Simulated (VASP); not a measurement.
# NbSnSe4 (P-3m1) in VASP: relaxation of cell and atoms with PBE

Aim: the relaxation of cell and atoms of NbSnSe4 with PBE.

Program: VASP 6.6.1. These are calculated values, not measurements. Logs are shortened: lines on timing, memory, paths and dates and some standing lists are left out, and cuts for length are marked.

## 1. The cell of the first run

Symmetry: P-3m1, No. 164, trigonal system. The conventional cell has a = 3.660 Å, b = 3.660 Å, c = 12.800 Å, α = 90.00°, β = 90.00°, γ = 120.00°. Within 3.5 Å of Nb (site symmetry -3m) lie 6 Se at 2.69 Å. Sn (site symmetry -3m) has 6 Se at 2.64 Å within 3.5 Å. Se (site symmetry 3m) has 3 Sn at 2.64 Å within 3.5 Å. Within 3.5 Å of Se (site symmetry 3m) lie 3 Nb at 2.69 Å.

## 2. Relaxation of cell and atoms, PBE

Contents of INCAR:

```
ALGO = Normal
EDIFF = 1E-7
EDIFFG = -0.08
ENCUT = 500
GGA = PE
GGA_COMPAT = F
IBRION = 2
ISIF = 3
ISMEAR = 0
LASPH = T
LCHARG = F
LREAL = F
LWAVE = F
NELM = 120
NELMIN = 4
NSW = 36
PREC = Accurate
SIGMA = 0.15
```

Contents of KPOINTS:

```
k-points
0
Gamma
  4 4 1
```

Contents of POSCAR:

```
NbSnSe4
1.0
    3.6600000000      0.0000000000      0.0000000000
   -1.8300000000      3.1696529800      0.0000000000
    0.0000000000      0.0000000000     12.8000000000
Nb Sn Se
1 1 4
Direct
    0.0000000000      0.0000000000      0.0000000000
    0.0000000000      0.0000000000      0.5000000000
    0.6666666700      0.3333333300      0.3760000000
    0.3333333300      0.6666666700      0.6240000000
    0.6666666700      0.3333333300      0.8700000000
    0.3333333300      0.6666666700      0.1300000000
```

Potentials or basis: VASP PAW PBE potentials, release 64 (Nb_sv, Sn_d, Se).

The run is started by

```bash
cat potpaw_PBE.64/Nb_sv/POTCAR potpaw_PBE.64/Sn_d/POTCAR potpaw_PBE.64/Se/POTCAR > POTCAR
mpirun -np 1 vasp_std > vasp.out
```

OUTCAR:

```text
EDIFF = 1E-7
   EDIFFG = -0.08
   ENCUT = 500
   GGA = PE
   IBRION = 2
   ISIF = 3
   ISMEAR = 0
   LASPH = T
   LREAL = F
   NELM = 120
   NELMIN = 4
   NSW = 36
   PREC = Accurate

 ion  position               nearest neighbor table
   1  0.000  0.000  0.000-   5 2.69   6 2.69   5 2.69   6 2.69   5 2.69   6 2.69
   2  0.000  0.000  0.500-   3 2.64   4 2.64   3 2.64   4 2.64   3 2.64   4 2.64
   3  0.667  0.333  0.376-   2 2.64   2 2.64   2 2.64
   4  0.333  0.667  0.624-   2 2.64   2 2.64   2 2.64
   5  0.667  0.333  0.870-   1 2.69   1 2.69   1 2.69
   6  0.333  0.667  0.130-   1 2.69   1 2.69   1 2.69

  LATTYP: Found a hexagonal cell.
 ALAT       =     3.6600000000
 C/A-ratio  =     3.4972677596

  Lattice vectors:

 A1 = (   3.6600000000,   0.0000000000,   0.0000000000)
 A2 = (  -1.8300000000,   3.1696529800,   0.0000000000)
 A3 = (   0.0000000000,   0.0000000000,  12.8000000000)

Analysis of symmetry for initial positions (statically):
=====================================================================
 Subroutine PRICEL returns:
 Original cell was already a primitive cell.

 Routine SETGRP: Setting up the symmetry group for a
 hexagonal supercell.

 Subroutine GETGRP returns: Found 12 space group operations
 (whereof 12 operations were pure point group operations)
 out of a pool of 24 trial point group operations.

The static configuration has the point symmetry D_3d.

Analysis of symmetry for dynamics (positions and initial velocities):
=====================================================================
 Subroutine PRICEL returns:
 Original cell was already a primitive cell.

 Routine SETGRP: Setting up the symmetry group for a
 hexagonal supercell.

 Subroutine GETGRP returns: Found 12 space group operations
 (whereof 12 operations were pure point group operations)
 out of a pool of 24 trial point group operations.

The dynamic configuration has the point symmetry D_3d.

 Subroutine INISYM returns: Found 12 space group operations
 (whereof 12 operations are pure point group operations),
 and found     1 'primitive' translations

----------------------------------------------------------------------------------------

                                     Primitive cell

  volume of cell :     148.4919

  direct lattice vectors                    reciprocal lattice vectors
     3.660000000  0.000000000  0.000000000     0.273224044  0.157745975  0.000000000
    -1.830000000  3.169652980  0.000000000     0.000000000  0.315491950  0.000000000
     0.000000000  0.000000000 12.800000000     0.000000000  0.000000000  0.078125000

  length of vectors
     3.660000000  3.660000002 12.800000000     0.315491950  0.315491950  0.078125000

  position of ions in fractional coordinates (direct lattice)
     0.000000000  0.000000000  0.000000000
     0.000000000  0.000000000  0.500000000
     0.666666670  0.333333330  0.376000000
     0.333333330  0.666666670  0.624000000
     0.666666670  0.333333330  0.870000000
     0.333333330  0.666666670  0.130000000

  ion indices of the primitive-cell ions
   primitive index   ion index
                 1           1
                 2           2
                 3           3
                 4           4
                 5           5
                 6           6

----------------------------------------------------------------------------------------

 KPOINTS: k-points

Automatic generation of k-mesh.
 Grid dimensions read from file:
 generate k-points for:    4    4    1

 Generating k-lattice:

  Cartesian coordinates                     Fractional coordinates (reciprocal lattice)
     0.068306011  0.039436494  0.000000000     0.250000000  0.000000000  0.000000000
     0.000000000  0.078872988  0.000000000     0.000000000  0.250000000  0.000000000
     0.000000000  0.000000000  0.078125000     0.000000000  0.000000000  1.000000000

  Length of vectors
     0.078872988  0.078872988  0.078125000

  Shift w.r.t. Gamma in fractional coordinates (k-lattice)
     0.000000000  0.000000000  0.000000000

 Subroutine IBZKPT returns following result:
 ===========================================

 Found      4 irreducible k-points:

 Following reciprocal coordinates:
            Coordinates               Weight
  0.000000  0.000000  0.000000      1.000000
  0.250000  0.000000  0.000000      6.000000
  0.500000  0.000000  0.000000      3.000000
  0.250000  0.250000  0.000000      6.000000
   k-points           NKPTS =      4   k-points in BZ     NKDIM =      4   number of bands    NBANDS=     30
   number of dos      NEDOS =    301   number of ions     NIONS =      6
   total plane-waves  NPLWV =  75264
   dimension x,y,z NGX =    28 NGY =   28 NGZ =   96
   dimension x,y,z NGXF=    56 NGYF=   56 NGZF=  192
   ions per type =               1   1   4
   NGX,Y,Z   is equivalent  to a cutoff of  12.72, 12.72, 12.47 a.u.
   NGXF,Y,Z  is equivalent  to a cutoff of  25.44, 25.44, 24.94 a.u.
 SYSTEM =  unknown system
   PREC   = accura    normal or accurate (medium, high low for compatibility)
   ISTART =      0    job   : 0-new  1-cont  2-samecut
   ICHARG =      2    charge: 1-file 2-atom 10-const
   ISPIN  =      1    spin polarized calculation?
   LNONCOLLINEAR =      F non collinear calculations
   LSORBIT =      F    spin-orbit coupling
   LASPH  =      T    aspherical Exc in radial PAW
   ENCUT  =  500.0 eV  36.75 Ry    6.06 a.u.   6.67  6.67 23.34*2*pi/ulx,y,z
   NELM   =    120;   NELMIN=  4; NELMDL= -5     # of ELM steps
   EDIFF  = 0.1E-06   stopping-criterion for ELM
   LREAL  =      F    real-space projection
   EDIFFG = -.8E-01   stopping-criterion for IOM
   NSW    =     36    number of steps for IOM
   IBRION =      2    ionic relax: 0-MD 1-quasi-New 2-CG
   NFREE  =      1    steps in history (QN), initial steepest desc. (CG)
   ISIF   =      3    stress and relaxation
   ISYM   =      2    0-nonsym 1-usesym 2-fastsym
   POTIM  = 0.5000    time-step for ionic-motion
   TEBEG  =    0.0;   TEEND  =   0.0 temperature during run
   PSTRESS=    0.0 pullay stress
   NELECT =      51.0000    total number of electrons
   NUPDOWN=      -1.0000    fix difference up-down
   EMIN   =  10.00;   EMAX   =-10.00  energy-range for DOS
   EFERMI =   0.00;   METHOD = LEGACY
   ISMEAR =     0;   SIGMA  =   0.15  broadening in eV -4-tet -1-fermi 0-gaus
   EFERMI_NEDOS =   21; number of points for ismear=-14 and -15
   IALGO  =     38    algorithm
   IMIX   =      4    mixing-type and parameters
     AMIX     =   0.40;   BMIX     =  1.00
     AMIX_MAG =   1.60;   BMIX_MAG =  1.00
  volume/ion in A,a.u.               =      24.75       167.01
  Fermi-wavevector in a.u.,A,eV,Ry     =   1.146473  2.166520 17.883513  1.314401
  Thomas-Fermi vector in A             =   2.283158
   LORBIT       =      0    0 simple, 1 ext, 2 COOP (PROOUT), +10 PAW based schemes
   GGA     = PE    functional components
   LHFCALC =     F    Hartree Fock is set to
   AEXX    =    0.0000 exact exchange contribution
   IVDW    =     0    specifies the selected vdW correction
   LEPSILON=     F    determine dielectric tensor
   LRPA    =     F    only Hartree local field effects (RPA)
 conjugate gradient relaxation of ions
 non-spin polarized calculation
 Gauss-broadening in eV      SIGMA  =   0.15
  energy-cutoff  :      500.00
  volume of cell :      148.49
 maximum number of plane-waves:      3803
 NGX is ok and might be reduce to    28
   NGX = 13   NGY = 13   NGZ = 47

--------------------------------------- Ionic step        1  -------------------------------------------

 number of electron      51.0000013 magnetization

 Free energy of the ion-electron system (eV)
  ---------------------------------------------------
  ext. energy  EPLUGINS =         0.00000000
  ---------------------------------------------------
  free energy    TOTEN  =       -30.98817140 eV

  energy without entropy =      -30.96102349  energy(sigma->0) =      -30.97459744

------------------------ aborting loop because EDIFF is reached ----------------------------------------

  FORCE on cell =-STRESS in cart. coord.  units (eV):
  Direction    XX          YY          ZZ          XY          YZ          ZX
  --------------------------------------------------------------------------------------
  -------------------------------------------------------------------------------------
  Total        1.8057635      1.8057635      0.8543123      0.0000000     -0.0000000      0.0000000
  in kB       19.4835760     19.4835760      9.2177404      0.0000000     -0.0000000      0.0000000
  external PRESSURE =      16.0616308 kB  Pullay stress =       0.0000000 kB
[... 105 lines left out ...]
  energy  without entropy=      -31.0495759793  energy(sigma->0) =      -31.06765470

--------------------------------------- Ionic step        4  -------------------------------------------

 number of electron      50.9999999 magnetization

 Free energy of the ion-electron system (eV)
  ---------------------------------------------------
  ext. energy  EPLUGINS =         0.00000000
  ---------------------------------------------------
  free energy    TOTEN  =       -31.13504100 eV

  energy without entropy =      -31.09270378  energy(sigma->0) =      -31.11387239

 E-fermi :   4.5047     XC(G=0):  -9.5423

 val. band max:        4.4523306346   @ k =   0.2500   0.0000   0.0000
 cond. band min:       4.5056139370   @ k =   0.0000   0.0000   0.0000
 fundamental gap:      0.0532833024
 Fermi energy:         4.5047334312

 k-point     1 :       0.0000    0.0000    0.0000
  band No.  band energies     occupation
      1     -51.2819      2.00000
      2     -27.2853      2.00000
      3     -27.2853      2.00000
      4     -27.2379      2.00000
      5     -17.0838      2.00000
      6     -17.0838      2.00000
[... 154 lines left out ...]
  FREE ENERGIE OF THE ION-ELECTRON SYSTEM (eV)
  ---------------------------------------------------
  free  energy   TOTEN  =       -31.1350409965 eV

  energy  without entropy=      -31.0927037764  energy(sigma->0) =      -31.11387239

 reached required accuracy - stopping structural energy minimisation
```

It took 92 s on 1 thread of Intel Xeon Platinum 8488C (Sapphire Rapids), shared host; peak memory 0.26 GiB.

What came out:

| Item | Value |
| --- | --- |
| Free energy | -31.1350 eV |
| Relaxed volume | 25.38 Å³/atom |
| Relaxed cell | a = 3.717 Å, b = 3.717 Å, c = 12.728 Å, α = 90.00°, β = 90.00°, γ = 120.00° |
| Space group after relaxing (to 0.1 Å) | P-3m1 (No. 164) |
| Energy gained by relaxing | 24.5 meV/atom |
| Ionic steps | 4 |
| Pressure after relaxing | 0.3 GPa |
| Largest force after relaxing | 0.053 eV/Å |
| Band gap on the k mesh | zero (an odd number of electrons rules out a gap without spin polarisation) |

Forces on the atoms (eV/Å):
```
Nb   0.000  0.000  0.000
Sn   0.000  0.000  0.000
Se   0.000  0.000  0.025
Se   0.000  0.000 -0.025
Se   0.000  0.000 -0.053
Se   0.000  0.000  0.053
```

Step by step:
| step | energy change (eV) | largest force (eV/Å) | pressure (GPa) | volume (Å³) |
| --- | --- | --- | --- | --- |
| 1 | 0.0000 | 0.8489 | 1.61 | 148.49 |
| 2 | -0.0964 | 0.7145 | -1.24 | 153.88 |
| 3 | -0.0976 | 0.7131 | -1.54 | 154.56 |
| 4 | -0.1469 | 0.0528 | 0.34 | 152.27 |

Final structure:
```
Nb Sn Se
1.0
     3.71673    0.00000    0.00000
    -1.85837    3.21878    0.00000
     0.00000    0.00000   12.72844
Nb Sn Se
1 1 4
Direct
  0.00000 0.00000 0.00000
  0.00000 0.00000 0.50000
  0.66667 0.33333 0.37052
  0.33333 0.66667 0.62948
  0.66667 0.33333 0.87748
  0.33333 0.66667 0.12252
```

Caveat: the k points lie up to 0.49 Å⁻¹ apart in the final cell, too coarse for converged energies and pressures of a metal; spin-orbit coupling is left out, which moves the levels of the heavy elements; this functional lacks dispersion, which binds the layers, so the pressure and a relaxed spacing across them are unreliable; the relaxation stopped at a loose force limit of 0.08 eV/Å, so its end isn't a converged minimum.
